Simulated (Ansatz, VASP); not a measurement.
## Ag: VASP beside Ansatz

The input INCAR:

```
PREC = Accurate
ENCUT = 520
EDIFF = 1E-6
ISMEAR = 0
SIGMA = 0.15
LREAL = False
LASPH = True
NELM = 80
ALGO = Fast
ISIF = 2
LWAVE = False
LCHARG = False
GGA = PE
NBANDS = 30
```

KPOINTS

```
Automatic mesh
0
Gamma
  18 18 6
```

File POSCAR:

```
Ag
1.0
    2.8927652239      0.0000000000      0.0000000000
   -1.4463826119      2.5052081711      0.0000000000
    0.0000000000      0.0000000000      9.8504172480
Ag
4
Direct
    0.3333333333      0.6666666667      0.2500000000
    0.6666666667      0.3333333333      0.7500000000
    0.0000000000      0.0000000000      0.0000000000
    0.0000000000      0.0000000000      0.5000000000
```

Input for Ansatz:

```yaml
crystal:
  lattice:
    - [2.8927652239, 0.0, 0.0]
    - [-1.4463826119, 2.5052081711, 0.0]
    - [0.0, 0.0, 9.850417248]
  atoms:
    - { symbol: Ag, position: [0.3333333333, 0.6666666667, 0.25] }
    - { symbol: Ag, position: [0.6666666667, 0.3333333333, 0.75] }
    - { symbol: Ag, position: [0.0, 0.0, 0.0] }
    - { symbol: Ag, position: [0.0, 0.0, 0.5] }
basis:
  ecutwfc: 420
kpoints:
  mp_grid: { grid: [18, 18, 6] }
hamiltonian:
  xc: pbe
scf:
  occupations: { method: gaussian, width: 0.15 }
output:
  forces: true
  stress: true
  eigenvalues: true
```

Change from the starting cell: strain -0.015 along x and y, +0.030 along z, atoms carried along.

Alike in both runs: task single point; functional PBE; k mesh 18 × 18 × 6; occupations gaussian, width 0.15 eV; no spin polarisation.

```csv
,VASP,Ansatz
version,VASP 6.6.1,Ansatz 0.2.0
potentials or method,"VASP PAW PBE potentials, release 64 (Ag), cutoff 520 eV","scalar-relativistic, plane waves, PAW"
valence electrons in the cell,44,76
```

```csv
,VASP,Ansatz,Ansatz less VASP
gap on the k mesh at the Fermi level (eV),none,none,-
pressure (GPa),0.3,0.3,+0.04
"traceless stress, the component that is largest in VASP (GPa)",-2.49,-2.51,-0.020
```

A gap of «none» marks a metal or a gap that the smearing closes. With one functional, cell and mesh, what is left measures potentials, basis and numerics. VASP's potentials hold 44 valence electrons a cell and Ansatz's 76, so a difference there can come from the potentials and not from the codes.
